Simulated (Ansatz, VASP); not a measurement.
## One calculation of BiPdN, two programs

```
Bi Pd N
1.0
     4.00706    0.00000    0.00000
    -2.00353    3.47022    0.00000
     0.00000    0.00000    4.37409
Bi Pd N
1 1 1
Cartesian
  2.0035 1.1567 2.1870
  0.0000 0.0000 0.0000
  0.0000 2.3135 2.1870
```

Change from the starting cell: species swapped into the BaSbPt type (P-6m2, No. 187).

Alike in both runs: task relaxation of cell and atoms; functional PBE; k mesh 12 × 12 × 10; occupations gaussian, width 0.1 eV; no spin polarisation.

```csv
,VASP,Ansatz
version,VASP 6.6.1,Ansatz 0.2.0
potentials or method,"VASP PAW PBE potentials, release 64 (Bi_d, Pd, N), cutoff 600 eV","scalar-relativistic, plane waves, PAW"
valence electrons in the cell,30,38
```

VASP gave:

| Item | Value |
| --- | --- |
| gap on the k mesh at the Fermi level, each at its own relaxed structure (eV) | none |
| relaxed volume (Å³/atom) | 18.09 |
| relaxed cell length with the largest relative difference (Å) | 3.787 |

**Question.** What did Ansatz give for the same quantities?

**Answer.** gap on the k mesh at the Fermi level, each at its own relaxed structure (eV): none; relaxed volume (Å³/atom): 18.09; relaxed cell length with the largest relative difference (Å): 3.794.

A gap of «none» marks a metal or a gap that the smearing closes. VASP's potentials hold 30 valence electrons a cell and Ansatz's 38, so a difference there can come from the potentials and not from the codes.

Spin-orbit coupling is off throughout.
